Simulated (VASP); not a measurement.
Crystal: Sn.

```
Sn
1.0
    -1.71495    1.76363    2.32265
     1.71495   -1.76363    2.32265
     1.71495    1.76363   -2.32265
Sn
1
Direct
  0.00000 0.00000 0.00000
```

Base run:

- Program: VASP 6.6.1
- Functional: PBEsol
- Potentials or basis: VASP PAW PBE potentials, release 64 (Sn_d)
- Cutoff: 520 eV
- k mesh: 11 × 11 × 11
- Occupations: fermi-dirac, width 0.05 eV
- Spin: no spin polarisation

Its results: band gap on the k mesh zero (band 7 reaches 14.76 eV, above the bottom of band 8 at 5.76 eV); pressure -2.8 GPa.

The run is repeated on the same cell with these changes: functional from PBEsol to r2SCAN. What comes out?

Band gap on the k mesh zero (band 7 reaches 15.33 eV, above the bottom of band 8 at 5.78 eV); pressure -1.3 GPa.

Caveats: the PAW data sets were made with another functional, which shifts forces and pressure a little; spin-orbit coupling is left out, which moves the levels of the heavy elements.
